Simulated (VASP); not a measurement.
AgI: relaxation of cell and atoms with r2SCAN

AgI:

```
CELL_PARAMETERS angstrom
4.64949 0.00000 0.00000
-2.32474 4.02657 0.00000
0.00000 0.00000 7.59854
ATOMIC_POSITIONS crystal
Ag 0.66667 0.33333 0.62752
Ag 0.33333 0.66667 0.12752
I 0.66667 0.33333 0.00248
I 0.33333 0.66667 0.50248
```

```json
{
  "Program": "VASP 6.6.1",
  "Task": "relaxation of cell and atoms",
  "Functional": "r2SCAN",
  "Potentials or basis": "VASP PAW PBE potentials, release 64 (Ag, I)",
  "Cutoff": "550 eV",
  "k mesh": "6 × 6 × 4",
  "Occupations": "gaussian, width 0.01 eV",
  "Spin": "no spin polarisation",
  "Target pressure": "2 GPa",
  "Dipole correction": "no",
  "Further INCAR settings": "ALGO = Normal; EDIFF = 1e-07; IBRION = 2; EDIFFG = -0.002; NSW = 100; ISIF = 3"
}
```

```yaml
Relaxed_volume: 33.43 Å³/atom
Relaxed_cell: a = 4.547 Å, b = 4.547 Å, c = 7.468 Å, α = 90.00°, β = 90.00°, γ = 120.00°
Space_group_after_relaxing_to_0.1_Å: P6_3mc (No. 186)
Energy_change_on_relaxing_the_run_minimises_the_enthalpy: +11.7 meV/atom
Ionic_steps: 18
Pressure_after_relaxing: 2.0 GPa
Band_gap_on_the_k_mesh: 1.83 eV
```

Step by step:
```csv
step,energy change (eV),largest force (eV/Å),pressure (GPa),volume (Å³)
1,0.0000,0.0003,-0.10,142.26
2,0.0581,0.0048,2.25,132.89
3,0.0471,0.0044,2.00,133.71
4,0.0451,0.0043,1.95,133.88
5,0.0451,0.0048,1.96,133.88
6,0.0453,0.0064,1.96,133.86
7,0.0458,0.0061,1.97,133.82
8,0.0472,0.0048,2.01,133.71
9,0.0472,0.0045,2.01,133.71
10,0.0472,0.0037,2.00,133.71
11,0.0471,0.0020,2.00,133.72
12,0.0469,0.0015,2.00,133.73
13,0.0466,0.0085,1.99,133.75
14,0.0468,0.0040,2.00,133.74
15,0.0468,0.0040,2.00,133.73
16,0.0468,0.0034,2.00,133.73
17,0.0469,0.0025,2.00,133.73
18,0.0470,0.0004,2.00,133.72
```

Final structure:
```
CELL_PARAMETERS angstrom
4.54696 0.00000 0.00000
-2.27348 3.93778 0.00000
0.00000 0.00000 7.46828
ATOMIC_POSITIONS crystal
Ag 0.66667 0.33333 0.62841
Ag 0.33333 0.66667 0.12841
I 0.66667 0.33333 0.00159
I 0.33333 0.66667 0.50159
```

Levels at points of the mesh, in eV from the valence-band top:
```tsv
k point	band 16	band 17	band 18	band 19	band 20	band 21
(0.00, 0.00, 0.00)	-0.07	0.00	0.00	1.83	3.09	6.19
(0.50, 0.00, 0.00)	-1.91	-1.12	-0.75	3.77	3.91	5.03
(0.00, 0.00, 0.50)	-0.40	-0.40	-0.40	3.13	3.13	6.01
(0.50, 0.00, 0.50)	-1.33	-1.33	-1.33	3.60	3.60	5.21
```

It took 23 min on 1 thread of Intel(R) Xeon(R) 6975P-C (Granite Rapids) (shared host), peak memory 0.35 GiB.

Caveat: the cell is relaxed towards a set pressure, so the run minimises the enthalpy, not the energy; the PAW data sets were made with another functional, which shifts forces and pressure a little; spin-orbit coupling is left out, which moves the levels of the heavy elements.
